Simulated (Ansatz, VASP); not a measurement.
## One calculation of Sn3Se2S, two programs

```
Sn Se S
1.0
     6.34139   -6.09077    0.00000
     6.34139    6.09077    0.00000
     0.00000    0.00000    4.25400
Sn Se S
6 4 2
Cartesian
  8.3701 -1.6346 1.0635
  4.3127 -1.6346 1.0635
  6.3414 4.5027 1.0635
  8.3701 1.6346 3.1905
  4.3127 1.6346 3.1905
  6.3414 -4.5027 3.1905
  2.1532 1.7273 1.0635
  10.5296 1.7273 1.0635
  2.1532 -1.7273 3.1905
  10.5296 -1.7273 3.1905
  6.3414 1.9013 1.0635
  6.3414 -1.9013 3.1905
```

Alike in both runs: functional PBE; k mesh 2 × 2 × 4; occupations gaussian, width 0.1 eV; no spin polarisation.

Ansatz relaxed the structure, and its values are those at the end. VASP's run is a single point on that final structure, the one shown.

```csv
,VASP,Ansatz
version,VASP 6.6.1,Ansatz 0.2.0
potentials or method,"VASP PAW PBE potentials, release 64 (Sn_d, Se, S), cutoff 500 eV","scalar-relativistic, plane waves, PAW"
valence electrons in the cell,120,160
```

Ansatz gave:

```
gap on the k mesh at the Fermi level (eV) : 0.67
least direct gap on the mesh (eV)         : 0.67
pressure (GPa)                            : 0.0
rms of the force components (eV/Å)        : 0.005
```

**Question.** Estimate VASP's values.

**Answer.** gap on the k mesh at the Fermi level (eV): 0.67; least direct gap on the mesh (eV): 0.67; pressure (GPa): 0.0; rms of the force components (eV/Å): 0.006.

The functional is the same, so the differences come from potentials, cutoffs and numerics. VASP's potentials hold 120 valence electrons a cell and Ansatz's 160, so a difference there can come from the potentials and not from the codes.
